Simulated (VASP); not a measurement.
Crystal: Ag.

```
Ag
1.0
     0.00000    2.06750    2.06750
     2.06750    0.00000    2.06750
     2.06750    2.06750    0.00000
Ag
1
Cartesian
  0.0000 0.0000 0.0000
```

- Program: VASP 6.6.1
- Task: relaxation of cell and atoms
- Functional: r2SCAN
- Potentials or basis: VASP PAW PBE potentials, release 64 (Ag)
- Cutoff: 600 eV
- k mesh: 22 × 22 × 22
- Occupations: gaussian, width 0.1 eV
- Spin: no spin polarisation

At the start: pressure -2.1 GPa; volume 17.68 Å³/atom.

Q: How do energy, volume and symmetry change on relaxing?

A: Over 3 steps the energy falls by 2.5 meV/atom and the volume is 17.31 Å³/atom (-2.1 %); space group Fm-3m (No. 225, to 0.05 Å).

Step by step:
| step | energy change (eV) | largest force (eV/Å) | pressure (GPa) | volume (Å³) |
| --- | --- | --- | --- | --- |
| 1 | 0.0000 | 0.0000 | -2.09 | 17.68 |
| 2 | -0.0016 | 0.0000 | 1.37 | 17.09 |
| 3 | -0.0025 | 0.0000 | 0.02 | 17.31 |

Final structure:
```
Ag
1.0
     0.00000    2.05297    2.05297
     2.05297    0.00000    2.05297
     2.05297    2.05297    0.00000
Ag
1
Direct
  0.00000 0.00000 0.00000
```

Caveat: the PAW data sets were made with another functional, which shifts forces and pressure a little.
